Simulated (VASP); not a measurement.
Set up this calculation in VASP 6.6.1, as the native input.

| Quantity | Value |
| --- | --- |
| Task | electric field gradients |
| Functional | LDA |
| Potentials or basis | VASP PAW LDA potentials, release 64 (Zr_sv, B) |
| Cutoff | 520 eV |
| k mesh | 13 × 13 × 10 |
| Occupations | fermi-dirac, width 0.03 eV |
| Spin | no spin polarisation |
| Dipole correction | no |
| Further INCAR settings | ALGO = Normal; EDIFF = 1e-08; NBANDS = 16 |

The structure of ZrB2 lies in POSCAR:

```
ZrB2
1.0
    3.1966498238      0.0000000000      0.0000000000
   -1.5983249119      2.7683799544      0.0000000000
    0.0000000000      0.0000000000      3.5200000000
Zr B
1 2
Direct
    0.0000000000      0.0000000000      0.0000000000
    0.3333333333      0.6666666667      0.5000000000
    0.6666666667      0.3333333333      0.5000000000
```

This cell differs from its parent crystal: equal xx and yy strain of +1 %.

These files were run (other wordings do the same):

INCAR

```
PREC = Accurate ; ENCUT = 520
EDIFF = 1E-8 ; ISMEAR = -1
SIGMA = 0.03 ; LREAL = F
LASPH = T ; NELM = 80
ALGO = Normal ; ISIF = 2
LWAVE = F ; LCHARG = F
GGA = CA ; LEFG = T
NBANDS = 16
```

KPOINTS

```
Automatic mesh
0
Gamma
  13 13 10
```

Potentials or basis: VASP PAW LDA potentials, release 64 (Zr_sv, B).

Command:

```bash
$ cat potpaw_LDA.64/Zr_sv/POTCAR potpaw_LDA.64/B/POTCAR > POTCAR
$ mpirun -np 1 vasp_std > vasp.out
```

Results of the run:

```
Pressure                                : -11.4 GPa
Band gap on the k mesh                  : zero (bands 9 and 10 overlap by 0.93 eV)
Largest electric field gradient by atom : Zr +42.9; B +1.2 V/Å²
```

Caveat: the cell differs from its parent crystal (equal xx and yy strain of +1 %); the cell stands under tension; without QUAD_EFG the Cq values of the log hold for a quadrupole moment of 1 mb, not for the nuclei.

It took 37 s on 1 thread of Intel(R) Xeon(R) Platinum 8375C CPU @ 2.90GHz (Ice Lake), on a shared host, peak memory 0.18 GiB.
